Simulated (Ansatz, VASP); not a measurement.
## One calculation of SiC, two programs

```
Si C
1.0
     3.07867    0.00000    0.00000
    -1.53934    2.66621    0.00000
     0.00000    0.00000   15.10787
Si C
6 6
Direct
  0.33333 0.66667 0.83299
  0.66667 0.33333 0.33299
  0.66667 0.33333 0.66650
  0.33333 0.66667 0.16650
  0.00000 0.00000 0.49972
  0.00000 0.00000 0.99972
  0.00000 0.00000 0.87437
  0.00000 0.00000 0.37437
  0.33333 0.66667 0.70800
  0.66667 0.33333 0.20800
  0.66667 0.33333 0.54153
  0.33333 0.66667 0.04153
```

Alike in both runs: functional r2SCAN; k mesh 12 × 12 × 2; occupations gaussian, width 0.02 eV; no spin polarisation.

Ansatz relaxed the structure, and its values are those at the end. VASP's run is a single point on that final structure, the one shown.

|  | VASP | Ansatz |
| --- | --- | --- |
| version | VASP 6.6.1 | Ansatz 0.2.0 |
| potentials or method | VASP PAW PBE potentials, release 64 (Si, C), cutoff 520 eV | scalar-relativistic, plane waves, PAW |
| valence electrons in the cell | 48 | 48 |

|  | VASP | Ansatz | Ansatz less VASP |
| --- | --- | --- | --- |
| gap on the k mesh at the Fermi level (eV) | 2.40 | 2.39 | -0.013 |
| least direct gap on the mesh (eV) | 3.56 | 3.54 | -0.012 |
| pressure (GPa) | -0.2 | 0.0 | +0.23 |

VASP's potentials were made for PBE, not for r2SCAN.
